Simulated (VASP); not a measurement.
# CdI2: electric field gradients with PBE

The system is CdI2.

```
Cd I
1.0
     4.24400    0.00000    0.00000
    -2.12200    3.67541    0.00000
     0.00000    0.00000    6.85900
Cd I
1 2
Direct
  0.00000 0.00000 0.00000
  0.33333 0.66667 0.24920
  0.66667 0.33333 0.75080
```

```
Program                : VASP 6.6.1
Task                   : electric field gradients
Functional             : PBE
Potentials or basis    : VASP PAW PBE potentials, release 64 (Cd, I)
Cutoff                 : 400 eV
k mesh                 : 7 × 7 × 4
Occupations            : fermi-dirac, width 0.02 eV
Spin                   : no spin polarisation
Dipole correction      : no
Further INCAR settings : ALGO = Normal; EDIFF = 1e-08; NBANDS = 20
```

| Quantity | Value |
| --- | --- |
| Pressure | 1.8 GPa |
| Largest force | 0.144 eV/Å |
| Band gap on the k mesh | 2.41 eV, indirect (least direct gap 2.61 eV) |

Forces on the atoms (eV/Å):
```
Cd   0.000  0.000  0.000
I    0.000  0.000  0.144
I    0.000  0.000 -0.144
```

Levels at points of the mesh, in eV from the valence-band top:
| k point | band 10 | band 11 | band 12 | band 13 | band 14 | band 15 | band 16 | band 17 |
| --- | --- | --- | --- | --- | --- | --- | --- | --- |
| (0.00, 0.00, 0.00) | -0.31 | -0.16 | -0.16 | -0.13 | 2.48 | 4.45 | 6.33 | 6.33 |
| (0.00, 0.00, 0.50) | -0.43 | -0.43 | -0.02 | -0.02 | 3.60 | 4.50 | 6.12 | 6.12 |

Electric field gradients, principal values (V/Å²):
```
atom   least  middle  greatest (by size)
1 Cd  -0.962  -0.964               1.926
 2 I  27.439  27.439             -54.877
 3 I  27.439  27.439             -54.877
```

Run time: 52 s on 1 thread of Intel(R) Xeon(R) Platinum 8375C CPU @ 2.90GHz (Ice Lake), on a shared host, peak memory 0.2 GiB.

Caveat: without QUAD_EFG the Cq values of the log hold for a quadrupole moment of 1 mb, not for the nuclei; spin-orbit coupling is left out, which moves the levels of the heavy elements; this functional lacks dispersion, which binds the layers, so the pressure and a relaxed spacing across them are unreliable. A k mesh can miss the band edges.
